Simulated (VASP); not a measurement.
A run of VASP 6.6.1 is set up as follows.

Contents of INCAR:

```
SYSTEM = Ta2N
ALGO = Normal
EDIFF = 1E-6
ENCUT = 700
GGA = CA
GGA_COMPAT = .False.
ISIF = 2
ISMEAR = 0
LASPH = .True.
LCHARG = .False.
LREAL = .False.
LWAVE = .False.
NBANDS = 22
NELM = 120
PREC = Accurate
SIGMA = 0.15
```

The input KPOINTS:

```
k-points
0
Gamma
  15 15 8
  0 0 0
```

Contents of POSCAR:

```
Ta2N
1.0
    3.0618406011      0.0000000000      0.0000000000
   -1.5309203006      2.6516317429      0.0000000000
    0.0000000000      0.0000000000      4.5636021781
Ta N
2 1
Direct
    0.6666666667      0.3333333333      0.7466885012
    0.3333333333      0.6666666667      0.2533114988
    0.0000000000      0.0000000000      0.0000000000
```

Potentials or basis: VASP PAW LDA potentials, release 64 (Ta_sv_GW, N).

Launch:

```sh
$ cat potpaw_LDA.64/Ta_sv_GW/POTCAR potpaw_LDA.64/N/POTCAR > POTCAR
$ mpirun -np 1 vasp_std > vasp.out
```

**Question.** Estimate the pressure.

**Answer.** 18.2 GPa.

**Question.** Predict the largest force.

**Answer.** 0.008 eV/Å.

Stress tensor (GPa, compression positive):
```
13.92  0.00  0.00
 0.00 13.92  0.00
 0.00  0.00 26.81
```

Caveat: the cell differs from its parent crystal (engineering shear strain xy +0.0000, normal strain along z -0.0467); the stress differs along the axes, from 14 to 27 GPa.
